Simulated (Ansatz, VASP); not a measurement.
## One calculation of CO2, two programs

INCAR

```
PREC = Accurate
ENCUT = 520
EDIFF = 1E-6
ISMEAR = 0
SIGMA = 0.05
LREAL = False
LASPH = True
NELM = 80
ALGO = Normal
ISIF = 2
LWAVE = False
LCHARG = False
GGA = PE
NBANDS = 44
```

KPOINTS

```
Automatic mesh
0
Gamma
  4 4 4
```

The input POSCAR:

```
CO2
1.0
    6.2056162489      0.0000000000      0.0000000000
    0.0000000000      6.2056162489      0.0000000000
    0.0000000000      0.0000000000      5.7724642347
C O
4 8
Direct
    0.0000000000      0.0000000000      0.0000000000
    0.5000000000      0.0000000000      0.5000000000
    0.5000000000      0.5000000000      0.0000000000
    0.0000000000      0.5000000000      0.5000000000
    0.1114834447      0.1114834447      0.1114834447
    0.3885165553      0.8885165553      0.6114834447
    0.6114834447      0.3885165553      0.8885165553
    0.8885165553      0.6114834447      0.3885165553
    0.8885165553      0.8885165553      0.8885165553
    0.6114834447      0.1114834447      0.3885165553
    0.3885165553      0.6114834447      0.1114834447
    0.1114834447      0.3885165553      0.6114834447
```

Input for Ansatz:

```yaml
crystal:
  lattice:
    - [6.2056162489, 0.0, 0.0]
    - [0.0, 6.2056162489, 0.0]
    - [0.0, 0.0, 5.7724642347]
  atoms:
    - { symbol: C, position: [0.0, 0.0, 0.0] }
    - { symbol: C, position: [0.5, 0.0, 0.5] }
    - { symbol: C, position: [0.5, 0.5, 0.0] }
    - { symbol: C, position: [0.0, 0.5, 0.5] }
    - { symbol: O, position: [0.1114834447, 0.1114834447, 0.1114834447] }
    - { symbol: O, position: [0.3885165553, 0.8885165553, 0.6114834447] }
    - { symbol: O, position: [0.6114834447, 0.3885165553, 0.8885165553] }
    - { symbol: O, position: [0.8885165553, 0.6114834447, 0.3885165553] }
    - { symbol: O, position: [0.8885165553, 0.8885165553, 0.8885165553] }
    - { symbol: O, position: [0.6114834447, 0.1114834447, 0.3885165553] }
    - { symbol: O, position: [0.3885165553, 0.6114834447, 0.1114834447] }
    - { symbol: O, position: [0.1114834447, 0.3885165553, 0.6114834447] }
basis:
  ecutwfc: 520.0
kpoints:
  mp_grid: { grid: [4, 4, 4] }
hamiltonian:
  xc: pbe
scf:
  occupations: { method: gaussian, width: 0.05 }
output:
  forces: true
  stress: true
  eigenvalues: true
```

Alike in both runs: task single point; functional PBE; k mesh 4 × 4 × 4; occupations gaussian, width 0.05 eV; no spin polarisation.

|  | VASP | Ansatz |
| --- | --- | --- |
| version | VASP 6.6.1 | Ansatz 0.2.0 |
| potentials or method | VASP PAW PBE potentials, release 64 (C, O), cutoff 520 eV | scalar-relativistic, plane waves, PAW |
| valence electrons in the cell | 64 | 64 |

|  | VASP | Ansatz | Ansatz less VASP |
| --- | --- | --- | --- |
| gap on the k mesh at the Fermi level (eV) | 6.56 | 6.58 | +0.015 |
| least direct gap on the mesh (eV) | 6.56 | 6.58 | +0.015 |
| pressure (GPa) | 0.9 | -0.3 | -1.20 |
| traceless stress, the component that is largest in VASP (GPa) | 0.05 | 0.18 | +0.127 |
| rms of the force components (eV/Å) | 0.233 | 0.064 | -0.1686 |

Atom by atom the forces differ by 0.297 eV/Å (rms over components). One of these differences is far larger than is usual between the two programs; its cause wasn't traced.

Noted on VASP's run: the standard files for N, O and F lose accuracy on very short bonds.
